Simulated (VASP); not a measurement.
A run of VASP 6.6.1:

INCAR

```
  PREC = Accurate
  ENCUT = 500
  EDIFF = 1E-6
  ISMEAR = -1
  SIGMA = 0.05
  LREAL = F
  LASPH = T
  NELM = 200
  ALGO = Normal
  ISIF = 2
  LWAVE = F
  LCHARG = T
  MAGMOM = 0 0 0 0 0 0
  LORBIT = 11
  LSORBIT = T
  GGA_COMPAT = F
  LORBMOM = T
  GGA = PS
  LVHAR = T
  NBANDS = 32
```

KPOINTS

```
Automatic mesh
0
Gamma
  7 7 7
```

POSCAR

```
TePb
1.0
    0.0000000000      3.2943690292      3.2943690292
    3.2943690292      0.0000000000      3.2943690292
    3.2943690292      3.2943690292      0.0000000000
Pb Te
1 1
Direct
    0.0000000000      0.0000000000      0.0000000000
    0.5000000000      0.5000000000      0.5000000000
```

Potentials or basis: VASP PAW PBE potentials, release 64 (Pb_d, Te).

The run is started by

```console
$ cat potpaw_PBE.64/Pb_d/POTCAR potpaw_PBE.64/Te/POTCAR > POTCAR
$ mpirun -np 1 vasp_ncl > vasp.out
```

Hardware: 1 thread of Intel(R) Xeon(R) 6975P-C (Granite Rapids), with other jobs on the host.

Problem. How long does it take, and how much memory?

Solution. Run time: 55 s on 1 thread of Intel(R) Xeon(R) 6975P-C (Granite Rapids), on a shared host, peak memory 0.4 GiB. Counts: scf iterations 13, k points 20.
